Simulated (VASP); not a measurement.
# AlRu (Pm-3m) in VASP: notebook

AlRu is run at these levels: LDA; tasks: single point.

Program: VASP 6.6.1. These are calculated values, not measurements. Logs are shortened: lines on timing, memory, paths and dates and some standing lists are left out, and cuts for length are marked.

## 1. The cell of the first run

It takes space group Pm-3m (No. 221, cubic). Conventional cell: a = 2.992 Å, b = 2.992 Å, c = 2.992 Å, α = 90.00°, β = 90.00°, γ = 90.00°. Within 3.4 Å of Al (site symmetry m-3m) lie 8 Ru at 2.59 Å and 6 Al at 2.99 Å. Within 3.4 Å of Ru (site symmetry m-3m) lie 8 Al at 2.59 Å and 6 Ru at 2.99 Å.

## 2. Single point, LDA

File INCAR:

```
SYSTEM = AlRu
PREC = Accurate ; ENCUT = 520
EDIFF = 1E-6 ; ISMEAR = 0
SIGMA = 0.1 ; LREAL = .FALSE.
LASPH = .TRUE. ; NELM = 60
ALGO = Normal ; ISIF = 2
LWAVE = .FALSE. ; LCHARG = .FALSE.
GGA = CA ; NBANDS = 16
```

File KPOINTS:

```
regular mesh
0
G
  11 11 11
  0 0 0
```

File POSCAR:

```
AlRu
1.0
    2.9916000000      0.0000000000      0.0000000000
    0.0000000000      2.9916000000      0.0000000000
    0.0000000000      0.0000000000      2.9916000000
Al Ru
1 1
Direct
    0.0000000000      0.0000000000      0.0000000000
    0.5000000000      0.5000000000      0.5000000000
```

Potentials or basis: VASP PAW LDA potentials, release 64 (Al, Ru_pv).

Launch:

```bash
$ cat potpaw_LDA.64/Al/POTCAR potpaw_LDA.64/Ru_pv/POTCAR > POTCAR
$ mpirun -np 1 vasp_std > vasp.out
```

OUTCAR:

```text
SYSTEM = AlRu
   PREC = Accurate
   ENCUT = 520
   EDIFF = 1E-6
   ISMEAR = 0
   LREAL = .FALSE.
   LASPH = .TRUE.
   NELM = 60
   ISIF = 2
   GGA = CA

 ion  position               nearest neighbor table
   1  0.000  0.000  0.000-   2 2.59   2 2.59   2 2.59   2 2.59   2 2.59   2 2.59   2 2.59   2 2.59

   2  0.500  0.500  0.500-   1 2.59   1 2.59   1 2.59   1 2.59   1 2.59   1 2.59   1 2.59   1 2.59

  LATTYP: Found a simple cubic cell.
 ALAT       =     2.9916000000

  Lattice vectors:

 A1 = (   2.9916000000,   0.0000000000,   0.0000000000)
 A2 = (   0.0000000000,   2.9916000000,   0.0000000000)
 A3 = (   0.0000000000,   0.0000000000,   2.9916000000)

Analysis of symmetry for initial positions (statically):
=====================================================================
 Subroutine PRICEL returns:
 Original cell was already a primitive cell.

 Routine SETGRP: Setting up the symmetry group for a
 simple cubic supercell.

 Subroutine GETGRP returns: Found 48 space group operations
 (whereof 48 operations were pure point group operations)
 out of a pool of 48 trial point group operations.

The static configuration has the point symmetry O_h .

Analysis of symmetry for dynamics (positions and initial velocities):
=====================================================================
 Subroutine PRICEL returns:
 Original cell was already a primitive cell.

 Routine SETGRP: Setting up the symmetry group for a
 simple cubic supercell.

 Subroutine GETGRP returns: Found 48 space group operations
 (whereof 48 operations were pure point group operations)
 out of a pool of 48 trial point group operations.

The dynamic configuration has the point symmetry O_h .

 Subroutine INISYM returns: Found 48 space group operations
 (whereof 48 operations are pure point group operations),
 and found     1 'primitive' translations

----------------------------------------------------------------------------------------

                                     Primitive cell

  volume of cell :      26.7738

  direct lattice vectors                    reciprocal lattice vectors
     2.991600000  0.000000000  0.000000000     0.334269287  0.000000000  0.000000000
     0.000000000  2.991600000  0.000000000     0.000000000  0.334269287  0.000000000
     0.000000000  0.000000000  2.991600000     0.000000000  0.000000000  0.334269287

  length of vectors
     2.991600000  2.991600000  2.991600000     0.334269287  0.334269287  0.334269287

  position of ions in fractional coordinates (direct lattice)
     0.000000000  0.000000000  0.000000000
     0.500000000  0.500000000  0.500000000

[... 73 lines left out ...]
   LASPH  =      T    aspherical Exc in radial PAW
   ENCUT  =  520.0 eV  38.22 Ry    6.18 a.u.   5.56  5.56  5.56*2*pi/ulx,y,z
   NELM   =     60;   NELMIN=  2; NELMDL= -5     # of ELM steps
   EDIFF  = 0.1E-05   stopping-criterion for ELM
   LREAL  =      F    real-space projection
   EDIFFG = 0.1E-04   stopping-criterion for IOM
   NSW    =      0    number of steps for IOM
   IBRION =     -1    ionic relax: 0-MD 1-quasi-New 2-CG
   NFREE  =      0    steps in history (QN), initial steepest desc. (CG)
   ISIF   =      2    stress and relaxation
   ISYM   =      2    0-nonsym 1-usesym 2-fastsym
   POTIM  = 0.5000    time-step for ionic-motion
   TEBEG  =    0.0;   TEEND  =   0.0 temperature during run
   PSTRESS=    0.0 pullay stress
   NELECT =      17.0000    total number of electrons
   NUPDOWN=      -1.0000    fix difference up-down
   EMIN   =  10.00;   EMAX   =-10.00  energy-range for DOS
   EFERMI =   0.00;   METHOD = LEGACY
   ISMEAR =     0;   SIGMA  =   0.10  broadening in eV -4-tet -1-fermi 0-gaus
   EFERMI_NEDOS =   21; number of points for ismear=-14 and -15
   IALGO  =     38    algorithm
   IMIX   =      4    mixing-type and parameters
     AMIX     =   0.40;   BMIX     =  1.00
     AMIX_MAG =   1.60;   BMIX_MAG =  1.00
  volume/ion in A,a.u.               =      13.39        90.34
  Fermi-wavevector in a.u.,A,eV,Ry     =   1.407087  2.659009 26.938090  1.979894
  Thomas-Fermi vector in A             =   2.529382
   LORBIT       =      0    0 simple, 1 ext, 2 COOP (PROOUT), +10 PAW based schemes
   GGA     = CA    functional components
   LHFCALC =     F    Hartree Fock is set to
   AEXX    =    0.0000 exact exchange contribution
   IVDW    =     0    specifies the selected vdW correction
   LEPSILON=     F    determine dielectric tensor
   LRPA    =     F    only Hartree local field effects (RPA)
 non-spin polarized calculation
 Gauss-broadening in eV      SIGMA  =   0.10
  energy-cutoff  :      520.00
  volume of cell :       26.77
 maximum number of plane-waves:       739
 NGX is ok and might be reduce to    24
   NGX = 11   NGY = 11   NGZ = 11

 number of electron      16.9999995 magnetization

 Free energy of the ion-electron system (eV)
  ---------------------------------------------------
  ext. energy  EPLUGINS =         0.00000000
  ---------------------------------------------------
  free energy    TOTEN  =       -16.15579339 eV

  energy without entropy =      -16.14658392  energy(sigma->0) =      -16.15118866

 E-fermi :  10.5056     XC(G=0): -12.7933

 val. band max:       10.4980583007   @ k =   0.0909   0.0000   0.0000
 cond. band min:      10.5134412217   @ k =   0.4545   0.3636   0.3636
 fundamental gap:      0.0153829210
 Fermi energy:        10.5055615143

 k-point     1 :       0.0000    0.0000    0.0000
  band No.  band energies     occupation
      1     -31.0620      2.00000
      2     -31.0620      2.00000
      3     -31.0620      2.00000
      4       0.8542      2.00000
      5       6.9181      2.00000
      6       6.9181      2.00000
[... 433 lines left out ...]
      3     -31.0663      2.00000
      4       2.4873      2.00000
      5       7.0942      2.00000
      6       7.4525      2.00000
[... 8 lines left out ...]
     15      24.2605      0.00000
     16      25.3223      0.00000

 [... further k-points ...]
[... 5 lines left out ...]
  --------------------------------------------------------------------------------------
  -------------------------------------------------------------------------------------
  Total       -1.2714103     -1.2714103     -1.2714103     -0.0000000      0.0000000     -0.0000000
  in kB      -76.0826668    -76.0826668    -76.0826668     -0.0000000      0.0000000     -0.0000000
  external PRESSURE =     -76.0826668 kB  Pullay stress =       0.0000000 kB

 VOLUME and BASIS-vectors are now :
 -----------------------------------------------------------------------------
  energy-cutoff  :      520.00
  volume of cell :       26.77
      direct lattice vectors                 reciprocal lattice vectors
     2.991600000  0.000000000  0.000000000     0.334269287  0.000000000  0.000000000
     0.000000000  2.991600000  0.000000000     0.000000000  0.334269287  0.000000000
     0.000000000  0.000000000  2.991600000     0.000000000  0.000000000  0.334269287

 POSITION                                       TOTAL-FORCE (eV/Angst)
 -----------------------------------------------------------------------------------
      0.00000      0.00000      0.00000         0.000000      0.000000      0.000000
      1.49580      1.49580      1.49580         0.000000      0.000000      0.000000
 -----------------------------------------------------------------------------------
    total drift:                                0.000000     -0.000000     -0.000000

  FREE ENERGIE OF THE ION-ELECTRON SYSTEM (eV)
  ---------------------------------------------------
  free  energy   TOTEN  =       -16.1557933907 eV

  energy  without entropy=      -16.1465839218  energy(sigma->0) =      -16.15118866
```

OSZICAR:

```text
N       E                     dE             d eps       ncg     rms          rms(c)
DAV:   1     0.111737188714E+03    0.11174E+03   -0.91682E+03  1864   0.982E+02
DAV:   2    -0.150087456846E+02   -0.12675E+03   -0.12062E+03  2096   0.289E+02
DAV:   3    -0.168351302384E+02   -0.18264E+01   -0.18209E+01  2336   0.366E+01
DAV:   4    -0.168467890618E+02   -0.11659E-01   -0.11636E-01  2224   0.307E+00
DAV:   5    -0.168469285703E+02   -0.13951E-03   -0.13939E-03  2144   0.320E-01    0.123E+01
DAV:   6    -0.162555407543E+02    0.59139E+00   -0.23047E+00  1864   0.163E+01    0.233E+00
DAV:   7    -0.161764520219E+02    0.79089E-01   -0.17980E-01  1896   0.482E+00    0.207E+00
DAV:   8    -0.161560211094E+02    0.20431E-01   -0.20716E-02  2128   0.998E-01    0.200E-01
DAV:   9    -0.161558184335E+02    0.20268E-03   -0.27153E-04  2128   0.130E-01    0.125E-01
DAV:  10    -0.161557938190E+02    0.24615E-04   -0.27935E-05  2040   0.572E-02    0.761E-03
DAV:  11    -0.161557933907E+02    0.42834E-06   -0.10208E-06  1744   0.110E-02
   1 F= -.16155793E+02 E0= -.16151189E+02  d E =-.920947E-02
```

Run time: 5.4 s. Hardware: 1 thread of Intel Xeon 6975P-C (Granite Rapids), shared host; peak memory 0.14 GiB.

Results:

- Free energy: -16.1558 eV
- Pressure: -7.6 GPa

## 3. Single point, LDA, non-collinear spin, zero start, spin-orbit coupling

File INCAR:

```
SYSTEM = AlRu
  PREC = Accurate
  ENCUT = 520
  EDIFF = 1E-6
  ISMEAR = 0
  SIGMA = 0.1
  LREAL = .FALSE.
  LASPH = .TRUE.
  NELM = 150
  ALGO = Normal
  ISIF = 2
  LWAVE = .FALSE.
  LCHARG = .TRUE.
  MAGMOM = 0 0 0 0 0 0
  LORBIT = 11
  LSORBIT = .TRUE.
  GGA_COMPAT = .FALSE.
  LORBMOM = .TRUE.
  LMAXMIX = 4
  LVHAR = .TRUE.
  NBANDS = 29
```

KPOINTS is that of step 2.

POSCAR is that of step 2.

Potentials or basis: VASP PAW LDA potentials, release 64 (Al, Ru_pv).

Launch:

```bash
$ cat potpaw_LDA.64/Al/POTCAR potpaw_LDA.64/Ru_pv/POTCAR > POTCAR
$ mpirun -np 1 vasp_ncl > vasp.out
```

Wall time 24 s (1 thread of Intel Xeon 6975P-C (Granite Rapids), shared host); peak memory 0.21 GiB.

Results (log left out):

```yaml
Free_energy: -16.2942 eV
Pressure: -7.5 GPa
Net_moment: 0.00 μB per cell
Valence_electrons_inside_the_program's_atomic_spheres: Al 0.82; Ru 12.80
```

Moments on the atoms (μB; x, y, z):
```
Al  0.00 0.00 0.00
Ru  0.00 0.00 0.00
```
